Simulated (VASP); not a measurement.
Runs of VASP 6.6.1 on Mg. The structure is that of space group Fm-3m (No. 225), or close to it. The cells are those of the table. This isn't the form of Mg at room conditions, which is hcp.

```tsv
task	cell	gap on the mesh (eV)	pressure (GPa)
single point	a = 3.184 Å, angles 60.0°, 1 atom	none	-2.0
electric field gradients	a = 3.109 Å, angles 60.0°, 1 atom	none	0.7
single point	a = 3.110 Å, angles 60.0°, 1 atom	none	0.7
electric field gradients	a = 3.110 Å, angles 60.0°, 1 atom	none	0.7
single point	a = 3.216 Å, angles 60.0°, 1 atom	none	(a)
electric field gradients	a = 3.153 Å, angles 60.0°, 1 atom	none	-1.0
```

Alike in all rows: level LDA; potentials or basis VASP PAW LDA potentials, release 64 (Mg); no spin polarisation; k mesh 16 × 16 × 16; cutoff (eV) 520; smearing fermi-dirac 0.03 eV.

Problem. Estimate the missing entries.

Solution. (a) -2.9.

A gap of «none» marks levels without a gap at the run's occupations.
